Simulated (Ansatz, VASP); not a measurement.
**One calculation of Ti, two programs**

```xyz
3
Lattice="4.5680 0.0000 0.0000 -2.2840 3.9560 0.0000 0.0000 0.0000 2.8246" Properties=species:S:1:pos:R:3 pbc="T T T"
Ti    0.0000    0.0000    0.0000
Ti    0.0000    2.6373    1.4123
Ti    2.2840    1.3187    1.4123
```

Alike in both runs: task single point; functional r2SCAN; k mesh 12 × 12 × 16; occupations gaussian, width 0.15 eV; no spin polarisation.

|  | VASP | Ansatz |
| --- | --- | --- |
| version | VASP 6.6.1 | Ansatz 0.2.0 |
| potentials or method | VASP PAW PBE potentials, release 64 (Ti_sv), cutoff 520 eV | scalar-relativistic, plane waves, PAW |
| valence electrons in the cell | 36 | 36 |

|  | VASP | Ansatz | Ansatz less VASP |
| --- | --- | --- | --- |
| gap on the k mesh at the Fermi level (eV) | none | none | - |
| pressure (GPa) | 0.4 | 0.0 | -0.41 |
| traceless stress, the component that is largest in VASP (GPa) | 0.02 | 0.06 | +0.043 |

VASP's potentials were made for PBE, not for r2SCAN. A gap of «none» marks a metal or a gap that the smearing closes.
